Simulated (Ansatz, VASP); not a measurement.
One calculation of Cs2SbN2, two programs

```
N Sb Cs
1.0
     0.00000    4.33638    0.00000
     4.33638    0.00000    0.00000
     2.16819    2.16819   -6.86987
N Sb Cs
2 1 2
Direct
  0.25000 0.75000 0.50000
  0.75000 0.25000 0.50000
  0.00000 0.00000 0.00000
  0.34400 0.34400 0.31200
  0.65600 0.65600 0.68800
```

Alike in both runs: task single point; functional r2SCAN; k mesh 8 × 8 × 8; occupations gaussian, width 0.0353 eV; no spin polarisation.

```csv
,VASP,Ansatz
version,VASP 6.6.1,Ansatz 0.2.0
potentials or method,"VASP PAW PBE potentials, release 64 (N, Sb, Cs_sv), cutoff 520 eV",PAW plane waves
valence electrons in the cell,33,43
```

```csv
,VASP,Ansatz,Ansatz less VASP
pressure (GPa),5.8,5.2,-0.60
"traceless stress, the component that is largest in VASP (GPa)",-0.98,-0.82,+0.160
rms of the force components (eV/Å),0.737,0.682,-0.0548
```

VASP's potentials were made for PBE, not for r2SCAN. Atom by atom the forces differ by 0.055 eV/Å (rms over components). VASP's potentials hold 33 valence electrons a cell and Ansatz's 43, so a difference there can come from the potentials and not from the codes.

Neither program's run includes spin-orbit coupling.
